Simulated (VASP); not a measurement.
# LiTa3 (Pm-3m) in VASP: further runs, part 2 of 2

VASP 6.6.1. The steps go on from the part before.

## (5) Single point, PBE

This run uses another cell than the first one, of 17.23 Å³/atom.

INCAR reads:

```
PREC = Accurate ; ENCUT = 520
EDIFF = 1E-6 ; ISMEAR = 0
SIGMA = 0.1 ; LREAL = False
LASPH = True ; NELM = 100
ALGO = Fast ; ISIF = 2
LWAVE = False ; LCHARG = False
GGA = PE ; NBANDS = 26
```

KPOINTS reads:

```
regular mesh
0
Gamma
  12 12 12
```

POSCAR reads:

```
LiTa3
1.0
    4.0997628956      0.0000000000      0.0000000000
    0.0000000000      4.0997628956      0.0000000000
    0.0000000000      0.0000000000      4.0997628956
Li Ta
1 3
Direct
    0.0000000000      0.0000000000      0.0000000000
    0.0000000000      0.5000000000      0.5000000000
    0.5000000000      0.0000000000      0.5000000000
    0.5000000000      0.5000000000      0.0000000000
```

Potentials or basis: VASP PAW PBE potentials, release 64 (Li_sv, Ta_pv).

Command:

```console
$ cat potpaw_PBE.64/Li_sv/POTCAR potpaw_PBE.64/Ta_pv/POTCAR > POTCAR
$ mpirun -np 1 vasp_std > vasp.out
```

OUTCAR:

```text
PREC = Accurate
   ENCUT = 520
   EDIFF = 1E-6
   ISMEAR = 0
   LREAL = False
   LASPH = True
   NELM = 100
   ISIF = 2
   GGA = PE

 ion  position               nearest neighbor table
   1  0.000  0.000  0.000-   2 2.90   3 2.90   4 2.90   2 2.90   3 2.90   2 2.90   4 2.90   2 2.90
                             3 2.90   4 2.90   3 2.90   4 2.90
   2  0.000  0.500  0.500-   1 2.90   3 2.90   4 2.90   1 2.90   4 2.90   1 2.90   3 2.90   1 2.90
                             3 2.90   4 2.90   4 2.90   3 2.90
   3  0.500  0.000  0.500-   1 2.90   2 2.90   4 2.90   1 2.90   4 2.90   2 2.90   4 2.90   4 2.90
                             1 2.90   2 2.90   1 2.90   2 2.90
   4  0.500  0.500  0.000-   1 2.90   2 2.90   3 2.90   2 2.90   3 2.90   1 2.90   3 2.90   3 2.90
                             1 2.90   2 2.90   2 2.90   1 2.90

  LATTYP: Found a simple cubic cell.
 ALAT       =     4.0997628956

  Lattice vectors:

 A1 = (   4.0997628956,   0.0000000000,   0.0000000000)
 A2 = (   0.0000000000,   4.0997628956,   0.0000000000)
 A3 = (   0.0000000000,   0.0000000000,   4.0997628956)

Analysis of symmetry for initial positions (statically):
=====================================================================
 Subroutine PRICEL returns:
 Original cell was already a primitive cell.

 Routine SETGRP: Setting up the symmetry group for a
 simple cubic supercell.

 Subroutine GETGRP returns: Found 48 space group operations
 (whereof 48 operations were pure point group operations)
 out of a pool of 48 trial point group operations.

The static configuration has the point symmetry O_h .

Analysis of symmetry for dynamics (positions and initial velocities):
=====================================================================
 Subroutine PRICEL returns:
 Original cell was already a primitive cell.

 Routine SETGRP: Setting up the symmetry group for a
 simple cubic supercell.

 Subroutine GETGRP returns: Found 48 space group operations
[... 120 lines left out ...]
   EMIN   =  10.00;   EMAX   =-10.00  energy-range for DOS
   EFERMI =   0.00;   METHOD = LEGACY
   ISMEAR =     0;   SIGMA  =   0.10  broadening in eV -4-tet -1-fermi 0-gaus
   EFERMI_NEDOS =   21; number of points for ismear=-14 and -15
   IALGO  =     68    algorithm
   IMIX   =      4    mixing-type and parameters
     AMIX     =   0.40;   BMIX     =  1.00
     AMIX_MAG =   1.60;   BMIX_MAG =  1.00
  volume/ion in A,a.u.               =      17.23       116.26
  Fermi-wavevector in a.u.,A,eV,Ry     =   1.318510  2.491624 23.653319  1.738470
  Thomas-Fermi vector in A             =   2.448475
   LORBIT       =      0    0 simple, 1 ext, 2 COOP (PROOUT), +10 PAW based schemes
   GGA     = PE    functional components
   LHFCALC =     F    Hartree Fock is set to
   AEXX    =    0.0000 exact exchange contribution
   IVDW    =     0    specifies the selected vdW correction
   LEPSILON=     F    determine dielectric tensor
   LRPA    =     F    only Hartree local field effects (RPA)
 non-spin polarized calculation
 RMM-DIIS sequential band-by-band and
 Gauss-broadening in eV      SIGMA  =   0.10
  energy-cutoff  :      520.00
  volume of cell :       68.91
 maximum number of plane-waves:      1881
   NGX = 15   NGY = 15   NGZ = 15

 number of electron      36.0000029 magnetization

 Free energy of the ion-electron system (eV)
  ---------------------------------------------------
  ext. energy  EPLUGINS =         0.00000000
  ---------------------------------------------------
  free energy    TOTEN  =       -35.87721771 eV

  energy without entropy =      -35.85462996  energy(sigma->0) =      -35.86592384

 E-fermi :   4.7074     XC(G=0): -11.6906

 val. band max:        4.7025758812   @ k =   0.5000   0.2500   0.1667
 cond. band min:       4.7160452266   @ k =   0.3333   0.2500   0.2500
 fundamental gap:      0.0134693454
 Fermi energy:         4.7073524724

 k-point     1 :       0.0000    0.0000    0.0000
  band No.  band energies     occupation
      1     -39.5319      2.00000
      2     -29.8123      2.00000
      3     -29.8123      2.00000
      4     -29.8123      2.00000
      5     -29.2713      2.00000
      6     -29.2713      2.00000
[... 685 lines left out ...]
     25       8.3554      0.00000
     26       8.7048      0.00000

 [... further k-points ...]
[... 5 lines left out ...]
  --------------------------------------------------------------------------------------
  -------------------------------------------------------------------------------------
  Total        0.0251472      0.0251472      0.0251472     -0.0000000     -0.0000000     -0.0000000
  in kB        0.5846866      0.5846866      0.5846866     -0.0000000     -0.0000000     -0.0000000
  external PRESSURE =       0.5846866 kB  Pullay stress =       0.0000000 kB

 VOLUME and BASIS-vectors are now :
 -----------------------------------------------------------------------------
  energy-cutoff  :      520.00
  volume of cell :       68.91
      direct lattice vectors                 reciprocal lattice vectors
     4.099762896  0.000000000  0.000000000     0.243916545  0.000000000  0.000000000
     0.000000000  4.099762896  0.000000000     0.000000000  0.243916545  0.000000000
     0.000000000  0.000000000  4.099762896     0.000000000  0.000000000  0.243916545

 POSITION                                       TOTAL-FORCE (eV/Angst)
 -----------------------------------------------------------------------------------
      0.00000      0.00000      0.00000         0.000000      0.000000      0.000000
      0.00000      2.04988      2.04988         0.000000      0.000000      0.000000
      2.04988      0.00000      2.04988         0.000000      0.000000      0.000000
      2.04988      2.04988      0.00000         0.000000      0.000000      0.000000
 -----------------------------------------------------------------------------------
    total drift:                                0.000000      0.000000     -0.000000

  FREE ENERGIE OF THE ION-ELECTRON SYSTEM (eV)
  ---------------------------------------------------
  free  energy   TOTEN  =       -35.8772177073 eV

  energy  without entropy=      -35.8546299633  energy(sigma->0) =      -35.86592384
```

It took 4.3 min on 1 thread of Intel Xeon Platinum 8175M at 2.50GHz (Skylake/Cascade Lake), shared host; peak memory 0.25 GiB.

What came out:

```
Free energy            : -35.8772 eV
Band gap on the k mesh : zero (bands 18 and 19 overlap by 3.17 eV)
```

Caveat: the cutoff is under 1.25 times the usual one of these potentials, so pressure, stress and relaxed cells hold a basis-set (Pulay) error; spin-orbit coupling is left out, which moves the levels of the heavy elements.

## (6) Relaxation of cell and atoms, PBE

This run uses another cell than the first one, of 17.23 Å³/atom.

INCAR reads:

```
PREC = Accurate
ENCUT = 600
EDIFF = 1E-6
ISMEAR = 0
SIGMA = 0.1
LREAL = False
LASPH = True
NELM = 60
ALGO = Fast
ISIF = 3
LWAVE = False
LCHARG = False
GGA = PE
IBRION = 2
NSW = 100
EDIFFG = -0.01
```

KPOINTS is that of step 5.

POSCAR is that of step 5.

Potentials or basis: VASP PAW PBE potentials, release 64 (Li_sv, Ta_pv).

Command:

```console
$ cat potpaw_PBE.64/Li_sv/POTCAR potpaw_PBE.64/Ta_pv/POTCAR > POTCAR
$ mpirun -np 1 vasp_std > vasp.out
```

Wall time 3.7 min (1 thread of Intel Xeon Platinum 8175M at 2.50GHz (Skylake/Cascade Lake), shared host); peak memory 0.3 GiB.

It converged, with:

| Property | Result |
| --- | --- |
| Free energy | -35.8783 eV |
| Pressure after relaxing | 0.1 GPa |
| Band gap on the k mesh | zero (bands 18 and 19 overlap by 3.17 eV) |

Final structure:
```
Li Ta
1.0
     4.09976    0.00000    0.00000
     0.00000    4.09976    0.00000
     0.00000    0.00000    4.09976
Li Ta
1 3
Direct
  0.00000 0.00000 0.00000
  0.00000 0.50000 0.50000
  0.50000 0.00000 0.50000
  0.50000 0.50000 0.00000
```

Levels at points of the mesh, in eV from the Fermi level:
```tsv
k point	band 16	band 17	band 18	band 19	band 20	band 21
(0.00, 0.00, 0.00)	-2.50	-2.50	2.58	2.58	2.76	2.76
(0.50, 0.00, 0.00)	-1.33	-0.55	0.22	0.22	0.99	1.33
(0.50, 0.50, 0.00)	-1.10	-0.91	-0.91	0.43	0.43	1.56
(0.50, 0.50, 0.50)	0.30	0.30	0.57	0.57	0.57	1.13
```

Caveat: the cutoff is under 1.25 times the usual one of these potentials, so pressure, stress and relaxed cells hold a basis-set (Pulay) error; the relaxation stopped at its first step, so nothing moved; spin-orbit coupling is left out, which moves the levels of the heavy elements.

## (7) Overview

```csv
task,cell,k mesh,cutoff (eV),gap on the mesh (eV),pressure (GPa)
single point,"a = 3.931 Å, 4 atoms",4 × 4 × 4,520,none,-
single point,"a = 4.100 Å, 4 atoms",4 × 4 × 4,520,none,-
relaxation of cell and atoms,"relaxed from a = 3.931 Å, 4 atoms",4 × 4 × 4,600,none,-0.1
single point,"a = 4.100 Å, 4 atoms",12 × 12 × 12,520,none,-
relaxation of cell and atoms,"relaxed from a = 4.100 Å, 4 atoms",12 × 12 × 12,600,none,0.1
```

Alike in all rows: level PBE; potentials or basis VASP PAW PBE potentials, release 64 (Li_sv, Ta_pv); no spin polarisation; smearing gaussian 0.1 eV.

Caveats: some runs use coarse meshes; the cutoff is under 1.25 times the usual one of these potentials, so pressure, stress and relaxed cells hold a basis-set (Pulay) error; spin-orbit coupling is left out, which moves the levels of the heavy elements; the relaxation stopped at its first step, so nothing moved (at least some runs).

Total energies depend on the potentials used, so only differences within one code and one set of settings carry meaning.

The gap in the log of VASP goes by the Fermi energy; the results here count the filled bands.